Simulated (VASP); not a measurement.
Here is a VASP 6.6.1 calculation.

Contents of INCAR:

```
SYSTEM = LaTaO
ALGO = Normal ; EDIFF = 1E-6
ENCUT = 520 ; GGA = PE
ISIF = 2 ; ISMEAR = 0
ISPIN = 2 ; LASPH = .TRUE.
LCHARG = .TRUE. ; LELF = .TRUE.
LMAXMIX = 6 ; LORBIT = 11
LREAL = .FALSE. ; LVHAR = .TRUE.
LWAVE = .FALSE. ; MAGMOM = 0 0 1 1 0 0
NBANDS = 41 ; NELM = 150
PREC = Accurate ; SIGMA = 0.1
```

Contents of KPOINTS:

```
k-points
0
G
  4 4 4
  0 0 0
```

POSCAR

```
LaTaO
1.0
    4.2656899200      0.0000000000      0.0000000000
    0.0000000000      4.2656899200      0.0000000000
    0.0000000000      0.0000000000      7.0086124000
La Ta O
2 2 2
Direct
    0.0000000000      0.5000000000      0.0000000000
    0.5000000000      0.0000000000      0.0000000000
    0.0000000000      0.0000000000      0.6387484100
    0.0000000000      0.0000000000      0.3612515900
    0.0000000000      0.0000000000      0.1386465000
    0.0000000000      0.0000000000      0.8613535000
```

Potentials or basis: VASP PAW PBE potentials, release 64 (La, Ta_pv, O).

The run is started by

```bash
$ cat potpaw_PBE.64/La/POTCAR potpaw_PBE.64/Ta_pv/POTCAR potpaw_PBE.64/O/POTCAR > POTCAR
$ mpirun -np 1 vasp_std > vasp.out
```

Question: Estimate the pressure.

Answer: 69.1 GPa.

Question: Estimate the band gap on the k mesh.

Answer: Zero (filled and empty bands overlap).

Stress tensor (GPa, compression positive):
```
 17.55   0.00   0.00
  0.00  17.55   0.00
  0.00   0.00 172.12
```

Caveat: the k points lie up to 0.37 Å⁻¹ apart, too coarse for converged energies and pressures of a metal; spin-orbit coupling is left out, which moves the levels of the heavy elements; forces of over 1 eV/Å act on the atoms, so gaps and moduli don't describe the material at rest.
